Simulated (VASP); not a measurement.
## FeGe: single point with r2SCAN

FeGe:

```xyz
6
Lattice="4.9301 0.0000 0.0000 -2.4650 4.2696 0.0000 0.0000 0.0000 4.0601" Properties=species:S:1:pos:R:3 pbc="T T T"
Ge    2.4650    1.4232    2.0301
Ge    0.0000    2.8464    2.0301
Ge    0.0000    0.0000    0.0000
Fe   -1.2325    2.1348    0.0000
Fe    1.2325    2.1348    0.0000
Fe    2.4650    0.0000    0.0000
```

```json
{
 "Program": "VASP 6.6.1",
 "Task": "single point",
 "Functional": "r2SCAN",
 "Potentials or basis": "VASP PAW PBE potentials, release 64 (Ge_d, Fe)",
 "Cutoff": "520 eV",
 "k mesh": "6 × 6 × 7",
 "Occupations": "fermi-dirac, width 0.05 eV",
 "Spin": "collinear spin, ferromagnetic start",
 "Starting moments": "[0.0, 0.0, 0.0, 3.0, 3.0, 3.0] μB",
 "Dipole correction": "no",
 "Further INCAR settings": "ALGO = Normal; EDIFF = 1e-06; NBANDS = 46"
}
```

* Pressure: 4.0 GPa
* Net moment: 6.27 μB per cell
* Site moments: Ge -0.09, -0.12 (each value once); Fe +2.23 μB
* Valence electrons inside the program's atomic spheres: Ge 12.43, 12.40 (each value once); Fe 7.44

Stress tensor (GPa, compression positive):
```
4.30 0.00 0.00
0.00 4.30 0.00
0.00 0.00 3.53
```

Levels at points of the mesh, in eV from the Fermi level:
Spin up:
```csv
k point,band 34,band 35,band 36,band 37,band 38,band 39
"(0.00, 0.00, 0.00)",-2.35,-0.89,-0.75,0.60,0.60,2.84
"(0.50, 0.00, 0.00)",-0.35,-0.08,0.75,0.99,1.54,2.72
```
Spin down:
| k point | band 25 | band 26 | band 27 | band 28 | band 29 | band 30 | band 31 | band 32 | band 33 | band 34 |
| --- | --- | --- | --- | --- | --- | --- | --- | --- | --- | --- |
| (0.00, 0.00, 0.00) | -3.57 | -2.39 | -2.39 | -1.20 | -1.20 | 0.95 | 1.00 | 1.00 | 1.37 | 1.37 |
| (0.50, 0.00, 0.00) | -2.68 | -2.23 | -1.95 | -1.64 | -0.50 | 0.10 | 0.14 | 0.77 | 1.29 | 1.78 |

Run time: 13 min on 1 thread of AMD EPYC 9R45 96-Core Processor (Zen 5) (shared host), peak memory 0.33 GiB.

Caveat: the cell stands under pressure; the PAW data sets were made with another functional, which shifts forces and pressure a little.
